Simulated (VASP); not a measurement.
Wanted: the native input for a VASP 6.6.1 run.

| Item | Value |
| --- | --- |
| Task | electric field gradients |
| Functional | PBEsol |
| Potentials or basis | VASP PAW PBE potentials, release 64 (Ti_sv) |
| Cutoff | 520 eV |
| k mesh | 14 × 14 × 14 |
| Occupations | fermi-dirac, width 0.05 eV |
| Spin | no spin polarisation |
| Dipole correction | no |
| Further INCAR settings | ALGO = Normal; EDIFF = 1e-08; NBANDS = 12 |

The structure of Ti lies in POSCAR:

```
Ti
1.0
   -1.6131810665      1.6131810665      1.6131810665
    1.6131810665     -1.6131810665      1.6131810665
    1.6131810665      1.6131810665     -1.6131810665
Ti
1
Direct
    0.0000000000      0.0000000000      0.0000000000
```

This cell differs from its parent crystal: volume scaled by 0.95.

The input as run:

INCAR

```
SYSTEM = Ti
ALGO = Normal ; EDIFF = 1E-8
ENCUT = 520 ; GGA = PS
ISIF = 2 ; ISMEAR = -1
LASPH = .TRUE. ; LCHARG = .FALSE.
LEFG = .TRUE. ; LREAL = .FALSE.
LWAVE = .FALSE. ; NBANDS = 12
NELM = 60 ; PREC = Accurate
SIGMA = 0.05
```

KPOINTS

```
k-points
0
G
  14 14 14
  0 0 0
```

Potentials or basis: VASP PAW PBE potentials, release 64 (Ti_sv).

Run with:

```sh
$ cat potpaw_PBE.64/Ti_sv/POTCAR > POTCAR
$ mpirun -np 1 vasp_std > vasp.out
```

It gave:

```json
{"Pressure": "-1.9 GPa", "Band gap on the k mesh": "zero (band 6 reaches 9.32 eV, above the bottom of band 7 at 7.63 eV)"}
```

Caveat: without QUAD_EFG the Cq values of the log hold for a quadrupole moment of 1 mb, not for the nuclei; the PAW data sets were made with another functional, which shifts forces and pressure a little.

Wall time 13 s on 1 thread of Intel(R) Xeon(R) Platinum 8488C (Sapphire Rapids), on a shared host, peak memory 0.14 GiB.
